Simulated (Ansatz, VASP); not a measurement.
## One calculation of Ge, two programs

```
Ge
1.0
     0.00000    2.88598    2.88598
     2.88598    0.00000    2.88598
     2.88598    2.88598    0.00000
Ge
2
Direct
  0.50000 0.50000 0.50000
  0.75000 0.75000 0.75000
```

Alike in both runs: task single point; functional PBE; k mesh 9 × 9 × 9; occupations fermi-dirac, width 0.05 eV; no spin polarisation.

|  | VASP | Ansatz |
| --- | --- | --- |
| version | VASP 6.6.1 | Ansatz 0.2.0 |
| potentials or method | VASP PAW PBE potentials, release 64 (Ge_d), cutoff 520 eV | plane waves (420 eV) with PAW, scalar-relativistic |
| valence electrons in the cell | 28 | 28 |

```csv
,VASP,Ansatz,Ansatz less VASP
pressure (GPa),-0.4,-0.3,+0.11
```
